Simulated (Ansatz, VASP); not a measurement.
**One calculation of SnSe2, two programs**

INCAR

```
ALGO     = Normal         # electronic algorithm
DIPOL    = 0.5 0.5 0.407
EDIFF    = 1E-6           # SCF threshold, eV
ENCUT    = 520            # plane-wave cutoff, eV
GGA      = PE             # functional
IDIPOL   = 3            
ISIF     = 2              # what is computed and relaxed
ISMEAR   = 0              # smearing method
IVDW     = 12             # dispersion correction
LASPH    = T              # aspherical terms in the spheres
LCHARG   = F              # write CHGCAR
LDIPOL   = T            
LREAL    = F              # projectors in reciprocal space
LWAVE    = F              # write WAVECAR
NBANDS   = 64             # bands
NELM     = 100            # most SCF steps
PREC     = Accurate       # precision mode
SIGMA    = 0.05           # smearing width, eV
```

The input KPOINTS:

```
k-points
0
Gamma
  3 3 1
```

Contents of POSCAR:

```
SnSe2
1.0
    7.6780971925      0.0000000000      0.0000000000
   -3.8390485963      6.6494272215      0.0000000000
    0.0000000000      0.0000000000     23.5591039983
Se Sn
8 4
Direct
    0.3333333333      0.1666666667      0.3395714880
    0.3333333333      0.6666666667      0.3395714880
    0.8333333333      0.1666666667      0.3395714880
    0.8333333333      0.6666666667      0.3395714880
    0.1659035233      0.3332831212      0.4747208629
    0.1663443968      0.8328531769      0.4750788269
    0.6671182619      0.3333320255      0.4749457520
    0.6667013562      0.8334847685      0.4751061051
   -0.0001238512     -0.0002885494      0.4072723369
   -0.0000818919      0.5000646951      0.4071688188
    0.4999766892     -0.0000297730      0.4073503438
    0.5001024191      0.5000725053      0.4073744622
```

Input for Ansatz:

```yaml
crystal:
  lattice:
    - [7.6780971925, 0.0, 0.0]
    - [-3.8390485963, 6.6494272215, 0.0]
    - [0.0, 0.0, 23.5591039983]
  atoms:
    - { symbol: Se, position: [0.3333333333, 0.1666666667, 0.339571488] }
    - { symbol: Se, position: [0.3333333333, 0.6666666667, 0.339571488] }
    - { symbol: Se, position: [0.8333333333, 0.1666666667, 0.339571488] }
    - { symbol: Se, position: [0.8333333333, 0.6666666667, 0.339571488] }
    - { symbol: Sn, position: [-0.0001238512, -0.0002885494, 0.4072723369] }
    - { symbol: Sn, position: [-8.18919e-05, 0.5000646951, 0.4071688188] }
    - { symbol: Sn, position: [0.4999766892, -2.9773e-05, 0.4073503438] }
    - { symbol: Sn, position: [0.5001024191, 0.5000725053, 0.4073744622] }
    - { symbol: Se, position: [0.1659035233, 0.3332831212, 0.4747208629] }
    - { symbol: Se, position: [0.1663443968, 0.8328531769, 0.4750788269] }
    - { symbol: Se, position: [0.6671182619, 0.3333320255, 0.474945752] }
    - { symbol: Se, position: [0.6667013562, 0.8334847685, 0.4751061051] }
basis:
  ecutwfc: 420
kpoints:
  mp_grid: { grid: [3, 3, 1] }
hamiltonian:
  xc: pbe
  dispersion: d3bj
scf:
  occupations: { method: gaussian, width: 0.05 }
output:
  forces: true
  eigenvalues: true
  write_density: true
  volumetric_format: npy
efield:
  axis: 3
  dipole_correction: true
  ramp_width: 0.04
```

Alike in both runs: task single point; functional PBE; dispersion D3(BJ); k mesh 3 × 3 × 1; occupations gaussian, width 0.05 eV; no spin polarisation.

|  | VASP | Ansatz |
| --- | --- | --- |
| version | VASP 6.6.1 | Ansatz 0.2.0 |
| potentials or method | VASP PAW PBE potentials, release 64 (Se, Sn_d), cutoff 520 eV | scalar-relativistic, plane waves, PAW |
| valence electrons in the cell | 104 | 184 |

Ansatz gave:

| Property | Result |
| --- | --- |
| gap on the k mesh at the Fermi level (eV) | 0.79 |
| least direct gap on the mesh (eV) | 0.86 |
| rms of the force components (eV/Å) | 0.011 |

Q: Which values does VASP return?

A: gap on the k mesh at the Fermi level (eV): 0.79; least direct gap on the mesh (eV): 0.85; rms of the force components (eV/Å): 0.014.

VASP's potentials hold 104 valence electrons a cell and Ansatz's 184, so a difference there can come from the potentials and not from the codes.
